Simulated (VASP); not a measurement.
Here is a VASP 6.6.1 calculation.

The input POSCAR:

```
KBr
1.0
    0.0000000000      3.3352702846      3.2966401176
    3.3352702846      0.0000000000      3.2966401176
    3.3352702846      3.3352702846      0.0000000000
K Br
1 1
Direct
    0.0000000000      0.0000000000      0.0000000000
    0.5000000000      0.5000000000      0.5000000000
```

INCAR.step1

```
SYSTEM = KBr
PREC = Accurate
ENCUT = 520
ISMEAR = 0
SIGMA = 0.01
LREAL = .FALSE.
LASPH = .TRUE.
NELM = 80
NBANDS = 15
GGA = PE
ALGO = Normal
EDIFF = 1E-4
LWAVE = .TRUE.
LCHARG = .FALSE.
```

Contents of INCAR.step2:

```
SYSTEM = KBr
PREC = Accurate
ENCUT = 520
EDIFF = 1E-7
ISMEAR = 0
SIGMA = 0.01
LREAL = .FALSE.
LASPH = .TRUE.
NELM = 80
ALGO = Normal
ISIF = 2
LWAVE = .FALSE.
LCHARG = .FALSE.
METAGGA = R2SCAN
LMIXTAU = .TRUE.
NBANDS = 15
ISTART = 1
```

The input KPOINTS:

```
regular mesh
0
G
  6 6 6
  0 0 0
```

Potentials or basis: VASP PAW PBE potentials, release 64 (K_sv, Br).

Launch:

```console
$ cat potpaw_PBE.64/K_sv/POTCAR potpaw_PBE.64/Br/POTCAR > POTCAR
$ cp INCAR.step1 INCAR
$ mpirun -np 1 vasp_std > vasp.out
$ cp INCAR.step2 INCAR
$ mpirun -np 1 vasp_std > vasp.out
```

Q: What does it give for the band gap on the k mesh?

A: 5.02 eV, direct.

Q: Predict the pressure.

A: -0.2 GPa.

Stress tensor (GPa, compression positive):
```
-0.37  0.00  0.00
 0.00 -0.37  0.00
 0.00  0.00  0.01
```

Caveat: the cell differs from its parent crystal (epitaxial xy strain +1.0%); the PAW data sets were made with another functional, which shifts forces and pressure a little.
